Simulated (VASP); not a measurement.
# ZnS (R3m) in VASP: a series of runs, part 2 of 2

VASP 6.6.1. Earlier steps stand in the parts before.

## (4) Single point, PBE

INCAR reads:

```
SYSTEM = ZnS
PREC = Accurate ; ENCUT = 520
EDIFF = 1E-6 ; ISMEAR = 0
SIGMA = 0.05 ; LREAL = .FALSE.
LASPH = .TRUE. ; NELM = 100
ALGO = Normal ; ISIF = 2
LWAVE = .FALSE. ; LCHARG = .FALSE.
GGA = PE ; NBANDS = 16
```

KPOINTS reads:

```
Automatic mesh
0
G
  8 8 8
  0 0 0
```

POSCAR reads:

```
ZnS
1.0
    0.0000000000      2.7215639840      2.7215639840
    2.7215639840      0.0000000000      2.7215639840
    2.7215639840      2.7215639840      0.0000000000
Zn S
1 1
Direct
    0.0000000000      0.0000000000      0.0000000000
    0.8295521811      0.7234826063      0.7234826063
```

Potentials or basis: VASP PAW PBE potentials, release 64 (Zn, S).

Run with:

```sh
$ cat potpaw_PBE.64/Zn/POTCAR potpaw_PBE.64/S/POTCAR > POTCAR
$ mpirun -np 1 vasp_std > vasp.out
```

OUTCAR:

```text
SYSTEM = ZnS
   PREC = Accurate
   ENCUT = 520
   EDIFF = 1E-6
   ISMEAR = 0
   LREAL = .FALSE.
   LASPH = .TRUE.
   NELM = 100
   ISIF = 2
   GGA = PE

 ion  position               nearest neighbor table
   1  0.000  0.000  0.000-   2 2.29   2 2.29   2 2.29   2 2.61
   2  0.830  0.723  0.723-   1 2.29   1 2.29   1 2.29   1 2.61

  LATTYP: Found a face centered cubic cell.
 ALAT       =     5.4431279680

  Lattice vectors:

 A1 = (   0.0000000000,   2.7215639840,   2.7215639840)
 A2 = (   2.7215639840,   0.0000000000,   2.7215639840)
 A3 = (   2.7215639840,   2.7215639840,   0.0000000000)

Analysis of symmetry for initial positions (statically):
=====================================================================
 Subroutine PRICEL returns:
 Original cell was already a primitive cell.

 Routine SETGRP: Setting up the symmetry group for a
 face centered cubic supercell.

 Subroutine GETGRP returns: Found  6 space group operations
 (whereof  6 operations were pure point group operations)
 out of a pool of 48 trial point group operations.

The static configuration has the point symmetry C_3v.

Analysis of symmetry for dynamics (positions and initial velocities):
=====================================================================
 Subroutine PRICEL returns:
 Original cell was already a primitive cell.

 Routine SETGRP: Setting up the symmetry group for a
 face centered cubic supercell.

 Subroutine GETGRP returns: Found  6 space group operations
 (whereof  6 operations were pure point group operations)
 out of a pool of 48 trial point group operations.

The dynamic configuration has the point symmetry C_3v.

 Subroutine INISYM returns: Found  6 space group operations
 (whereof  6 operations are pure point group operations),
 and found     1 'primitive' translations

----------------------------------------------------------------------------------------

[... 111 lines left out ...]
     AMIX     =   0.40;   BMIX     =  1.00
     AMIX_MAG =   1.60;   BMIX_MAG =  1.00
  volume/ion in A,a.u.               =      20.16       136.04
  Fermi-wavevector in a.u.,A,eV,Ry     =   1.251230  2.364482 21.300959  1.565576
  Thomas-Fermi vector in A             =   2.385187
   LORBIT       =      0    0 simple, 1 ext, 2 COOP (PROOUT), +10 PAW based schemes
   GGA     = PE    functional components
   LHFCALC =     F    Hartree Fock is set to
   AEXX    =    0.0000 exact exchange contribution
   IVDW    =     0    specifies the selected vdW correction
   LEPSILON=     F    determine dielectric tensor
   LRPA    =     F    only Hartree local field effects (RPA)
 non-spin polarized calculation
 Gauss-broadening in eV      SIGMA  =   0.05
  energy-cutoff  :      520.00
  volume of cell :       40.32
 maximum number of plane-waves:      1106
 NGX is ok and might be reduce to    30
   NGX = 15   NGY = 15   NGZ = 15

 number of electron      18.0000008 magnetization

 Free energy of the ion-electron system (eV)
  ---------------------------------------------------
  ext. energy  EPLUGINS =         0.00000000
  ---------------------------------------------------
  free energy    TOTEN  =        -6.73722322 eV

  energy without entropy =       -6.73722322  energy(sigma->0) =       -6.73722322

 E-fermi :   2.2389     XC(G=0):  -9.5287

 val. band max:        2.0086004023   @ k =   0.0000   0.0000   0.0000
 cond. band min:       3.9539602485   @ k =   0.0000   0.0000   0.0000
 fundamental gap:      1.9453598461
 Fermi energy:         2.2389373065

 k-point     1 :       0.0000    0.0000    0.0000
  band No.  band energies     occupation
      1     -11.1254      2.00000
      2      -4.5245      2.00000
      3      -4.5245      2.00000
      4      -4.2329      2.00000
      5      -3.9566      2.00000
      6      -3.9566      2.00000
[... 433 lines left out ...]
      3      -4.3435      2.00000
      4      -4.1634      2.00000
      5      -3.9668      2.00000
      6      -3.9490      2.00000
[... 8 lines left out ...]
     15      13.9990      0.00000
     16      15.0612      0.00000

 [... further k-points ...]

------------------------ aborting loop because EDIFF is reached ----------------------------------------

  FORCE on cell =-STRESS in cart. coord.  units (eV):
  Direction    XX          YY          ZZ          XY          YZ          ZX
  --------------------------------------------------------------------------------------
  -------------------------------------------------------------------------------------
  Total        0.3803357      0.3803357      0.3803357      0.4085771     -0.4085771      0.4085771
  in kB       15.1144384     15.1144384     15.1144384     16.2367453    -16.2367453     16.2367453
  external PRESSURE =      15.1144384 kB  Pullay stress =       0.0000000 kB

 VOLUME and BASIS-vectors are now :
 -----------------------------------------------------------------------------
  energy-cutoff  :      520.00
  volume of cell :       40.32
      direct lattice vectors                 reciprocal lattice vectors
     0.000000000  2.721563984  2.721563984    -0.183717893  0.183717893  0.183717893
     2.721563984  0.000000000  2.721563984     0.183717893 -0.183717893  0.183717893
     2.721563984  2.721563984  0.000000000     0.183717893  0.183717893 -0.183717893

 POSITION                                       TOTAL-FORCE (eV/Angst)
 -----------------------------------------------------------------------------------
      0.00000      0.00000      0.00000        -0.429293      0.429293      0.429293
      3.93801      4.22668      4.22668         0.429293     -0.429293     -0.429293
 -----------------------------------------------------------------------------------
    total drift:                               -0.000001     -0.000002     -0.000002

  FREE ENERGIE OF THE ION-ELECTRON SYSTEM (eV)
  ---------------------------------------------------
  free  energy   TOTEN  =        -6.7372232157 eV

  energy  without entropy=       -6.7372232157  energy(sigma->0) =       -6.73722322
```

Run time: 74 s. Hardware: 1 thread of Intel Xeon 8259CL, shared host; peak memory 0.19 GiB.

Results:

* Free energy: -6.7372 eV
* Pressure: 1.5 GPa
* Largest force: 0.744 eV/Å
* Band gap on the k mesh: 1.95 eV

Forces in eV/Å, atoms in the order of the input:
```
Zn  -0.429  0.429  0.429
S    0.429 -0.429 -0.429
```

Stress tensor (GPa, compression positive):
```
 1.51  1.62  1.62
 1.62  1.51 -1.62
 1.62 -1.62  1.51
```

Caveat: the cell differs from its parent crystal (all S atoms moved -0.250 Å, as atom 2 towards its neighbour atom 1 (Zn) at 2.357 Å).

## (5) Single point, PBE

INCAR reads:

```
  ALGO = Normal
  EDIFF = 1E-6
  ENCUT = 520
  GGA = PE
  ISIF = 2
  ISMEAR = 0
  LASPH = T
  LCHARG = F
  LREAL = F
  LWAVE = F
  NBANDS = 16
  NELM = 80
  PREC = Accurate
  SIGMA = 0.05
```

KPOINTS reads:

```
k-points
0
Gamma
  8 8 8
```

POSCAR: that of step 4 with these lines changed.

```diff
@@ -9,2 +9,2 @@
     0.0000000000      0.0000000000      0.0000000000
-    0.8295521811      0.7234826063      0.7234826063
+    0.5908956378      0.8030347874      0.8030347874
```

Run with:

```sh
$ cat potpaw_PBE.64/Zn/POTCAR potpaw_PBE.64/S/POTCAR > POTCAR
$ mpirun -np 1 vasp_std > vasp.out
```

It took 76 s on 1 thread of Intel Xeon 8259CL, shared host; peak memory 0.19 GiB.

The run converged. Its results:

```yaml
Free_energy: -5.3295 eV
Pressure: 15.7 GPa
Largest_force: 8.830 eV/Å
Band_gap_on_the_k_mesh: 1.87 eV
```

Forces on the atoms (eV/Å):
```
Zn   5.098 -5.098 -5.098
S   -5.098  5.098  5.098
```

Stress tensor (GPa, compression positive):
```
 15.72 -18.84 -18.84
-18.84  15.72  18.84
-18.84  18.84  15.72
```

Levels at points of the mesh, in eV from the valence-band top:
| k point | band 6 | band 7 | band 8 | band 9 | band 10 | band 11 | band 12 | band 13 |
| --- | --- | --- | --- | --- | --- | --- | --- | --- |
| (0.00, 0.00, 0.00) | -6.56 | -0.98 | 0.00 | 0.00 | 1.87 | 6.08 | 6.08 | 7.41 |
| (0.50, 0.00, 0.00) | -6.61 | -5.83 | -1.26 | -1.26 | 3.89 | 7.31 | 7.31 | 8.72 |
| (0.00, 0.50, 0.00) | -6.39 | -4.85 | -1.53 | -0.28 | 2.72 | 5.36 | 7.90 | 8.33 |
| (0.50, 0.50, 0.00) | -6.44 | -4.64 | -2.32 | -2.00 | 2.55 | 4.18 | 10.10 | 11.33 |

Caveat: the cell differs from its parent crystal (all S atoms moved +0.500 Å, as atom 2 towards its neighbour atom 1 (Zn) at 2.357 Å); the cell stands under pressure; forces of over 1 eV/Å act on the atoms, so gaps and moduli don't describe the material at rest.

## (6) The runs side by side

| cell | gap on the mesh (eV) | pressure (GPa) | largest force (eV/Å) |
| --- | --- | --- | --- |
| as given, atomic positions A | 2.07 | 3.6 | 0.73 |
| as given, atomic positions B | 1.90 | 7.5 | 4.84 |
| as given, atomic positions C | 1.95 | 1.5 | 0.74 |
| as given, atomic positions D | 1.87 | 15.7 | 8.83 |

Alike in all rows: task single point; level PBE; potentials or basis VASP PAW PBE potentials, release 64 (Zn, S); no spin polarisation; k mesh 8 × 8 × 8; cutoff (eV) 520; smearing gaussian 0.05 eV.

Caveats: the cell stands under pressure (at least some runs); forces of over 1 eV/Å act on the atoms, so gaps and moduli don't describe the material at rest (at least some runs).

Total energies depend on the potentials used, so only differences within one code and one set of settings carry meaning.
